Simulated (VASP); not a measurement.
Set up this calculation in VASP 6.6.1, as the native input.

| Item | Value |
| --- | --- |
| Task | relaxation of cell and atoms |
| Functional | PBE |
| Potentials or basis | VASP PAW PBE potentials, release 64 (Mo_sv) |
| Cutoff | 500 eV |
| k mesh | 10 × 10 × 10 |
| Occupations | gaussian, width 0.1 eV |
| Spin | no spin polarisation |
| Dipole correction | no |
| Further INCAR settings | ALGO = Normal; EDIFF = 1e-07; IBRION = 2; EDIFFG = -0.05; NSW = 80; ISIF = 3 |

The structure of Mo lies in POSCAR:

```
Mo
1.0
   -1.5370663450      1.5370663450      1.5370663450
    1.5370663450     -1.5370663450      1.5370663450
    1.5370663450      1.5370663450     -1.5370663450
Mo
1
Direct
    0.0000000000      0.0000000000      0.0000000000
```

The input as run:

INCAR

```
  PREC = Accurate
  ENCUT = 500
  EDIFF = 1E-7
  ISMEAR = 0
  SIGMA = 0.1
  LREAL = F
  LASPH = T
  NELM = 120
  ALGO = Normal
  ISIF = 3
  LWAVE = F
  LCHARG = F
  GGA = PE
  IBRION = 2
  NSW = 80
  EDIFFG = -0.05
  GGA_COMPAT = F
  NELMIN = 4
```

KPOINTS

```
Automatic mesh
0
Gamma
  10 10 10
```

Potentials or basis: VASP PAW PBE potentials, release 64 (Mo_sv).

The run is started by

```sh
$ cat potpaw_PBE.64/Mo_sv/POTCAR > POTCAR
$ mpirun -np 1 vasp_std > vasp.out
```

Results of the run:

```json
{
 "Relaxed volume": "15.81 Å³/atom",
 "Relaxed cell": "a = 2.738 Å, b = 2.738 Å, c = 2.738 Å, α = 109.47°, β = 109.47°, γ = 109.47°",
 "Space group after relaxing (to 0.05 Å)": "Im-3m (No. 229)",
 "Energy gained by relaxing": "94.1 meV/atom",
 "Ionic steps": "4",
 "Pressure after relaxing": "-0.2 GPa",
 "Band gap on the k mesh": "zero (band 7 reaches 16.35 eV, above the bottom of band 8 at 11.09 eV)"
}
```

It took 9.3 s on 1 thread of Intel(R) Xeon(R) 6975P-C (Granite Rapids), on a shared host, peak memory 0.13 GiB.
